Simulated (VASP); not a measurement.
Set up this calculation in VASP 6.6.1, as the native input.

```
Task                   : single point
Functional             : r2SCAN
Potentials or basis    : VASP PAW PBE potentials, release 64 (W_sv)
Cutoff                 : 520 eV
k mesh                 : 20 × 20 × 20
Occupations            : gaussian, width 0.15 eV
Spin                   : no spin polarisation
Dipole correction      : no
Further INCAR settings : ALGO = Normal; EDIFF = 1e-06; NBANDS = 13
```

W:

```
CELL_PARAMETERS angstrom
-1.63723 1.55737 1.59730
1.63723 -1.55737 1.59730
1.63723 1.55737 -1.59730
ATOMIC_POSITIONS crystal
W 0.00000 0.00000 0.00000
```

This cell differs from its parent crystal: strain +0.0250 x Voigt [1, -1, 0, 0, 0, 0].

These files were run (other wordings do the same):

POSCAR

```
W
1.0
   -1.6372325000      1.5573675000      1.5973000000
    1.6372325000     -1.5573675000      1.5973000000
    1.6372325000      1.5573675000     -1.5973000000
W
1
Direct
    0.0000000000      0.0000000000      0.0000000000
```

INCAR.step1

```
PREC = Accurate
ENCUT = 520
ISMEAR = 0
SIGMA = 0.15
LREAL = F
LASPH = T
NELM = 80
NBANDS = 13
GGA = PE
ALGO = Normal
EDIFF = 1E-4
LWAVE = T
LCHARG = F
```

INCAR.step2

```
PREC = Accurate
ENCUT = 520
EDIFF = 1E-6
ISMEAR = 0
SIGMA = 0.15
LREAL = F
LASPH = T
NELM = 80
ALGO = Normal
ISIF = 2
LWAVE = F
LCHARG = F
METAGGA = R2SCAN
LMIXTAU = T
NBANDS = 13
ISTART = 1
```

KPOINTS

```
regular mesh
0
Gamma
  20 20 20
```

Potentials or basis: VASP PAW PBE potentials, release 64 (W_sv).

Run with:

```console
$ cat potpaw_PBE.64/W_sv/POTCAR > POTCAR
$ cp INCAR.step1 INCAR
$ mpirun -np 1 vasp_std > vasp.out
$ cp INCAR.step2 INCAR
$ mpirun -np 1 vasp_std > vasp.out
```

Results of the run:

The pressure is -5.8 GPa and the band gap on the k mesh is zero (bands 7 and 8 overlap by 6.12 eV).

Caveat: the cell differs from its parent crystal (strain +0.0250 x Voigt [1, -1, 0, 0, 0, 0]); the cell stands under tension; the PAW data sets were made with another functional, which shifts forces and pressure a little; spin-orbit coupling is left out, which moves the levels of the heavy elements.

Run time: 4.2 min on 1 thread of Intel(R) Xeon(R) 6975P-C (Granite Rapids), on a shared host, peak memory 0.34 GiB.
